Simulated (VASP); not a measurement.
Here is a VASP 6.6.1 calculation.

Contents of INCAR:

```
PREC = Accurate
ENCUT = 600
EDIFF = 1E-6
ISMEAR = 0
SIGMA = 0.1
LREAL = F
LASPH = T
NELM = 120
ALGO = Normal
ISIF = 2
LWAVE = F
LCHARG = T
GGA = PE
LELF = T
LVHAR = T
NBANDS = 35
GGA_COMPAT = F
```

The input KPOINTS:

```
regular mesh
0
Gamma
  6 6 4
```

The input POSCAR:

```
MgTl4
1.0
    5.6300176200      0.0000000000      0.0000000000
   -2.8150088100      4.8757382800      0.0000000000
    0.0000000000      0.0000000000      5.5922084600
Mg Tl
1 4
Direct
    0.0000000000      0.0000000000      0.5000000000
    0.5000000000      0.0000000000      0.5000000000
    0.0000000000      0.5000000000      0.5000000000
    0.5000000000      0.5000000000      0.5000000000
    0.0000000000      0.0000000000      0.0000000000
```

Potentials or basis: VASP PAW PBE potentials, release 64 (Mg, Tl_d).

Launch:

```console
$ cat potpaw_PBE.64/Mg/POTCAR potpaw_PBE.64/Tl_d/POTCAR > POTCAR
$ mpirun -np 1 vasp_std > vasp.out
```

Problem. What does it give for the pressure?

Solution. 11.8 GPa.

Problem. What does it give for the band gap on the k mesh?

Solution. Zero (bands 27 and 28 overlap by 3.20 eV).

Stress tensor (GPa, compression positive):
```
16.67  0.00  0.00
 0.00 16.67  0.00
 0.00  0.00  2.10
```

Caveat: the cell stands under pressure; spin-orbit coupling is left out, which moves the levels of the heavy elements.
